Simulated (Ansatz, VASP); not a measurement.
# N: VASP beside Ansatz

```
N
1.0
    15.00000    0.00000    0.00000
     0.00000   15.50000    0.00000
     0.00000    0.00000   16.00000
N
2
Cartesian
  7.5279 7.7347 7.4498
  7.4721 7.7653 8.5502
```

Alike in both runs: functional PBE; k mesh 1 × 1 × 1; occupations gaussian, width 0.005 eV; no spin polarisation.

Ansatz relaxed the structure, and its values are those at the end. VASP's run is a single point on that final structure, the one shown.

```csv
,VASP,Ansatz
version,VASP 6.6.1,Ansatz 0.2.0
potentials or method,"VASP PAW PBE potentials, release 64 (N), cutoff 520 eV","scalar-relativistic, plane waves, PAW"
valence electrons in the cell,10,10
```

Ansatz gave:

```
gap on the k mesh at the Fermi level (eV) : 8.24
rms of the force components (eV/Å)        : 0.001
```

Q: What did VASP give for the same quantities?

A: gap on the k mesh at the Fermi level (eV): 8.20; rms of the force components (eV/Å): 1.006.

One of these differences is far larger than is usual between the two programs; its cause wasn't traced.

Noted on VASP's run: the standard files for N, O and F lose accuracy on very short bonds.
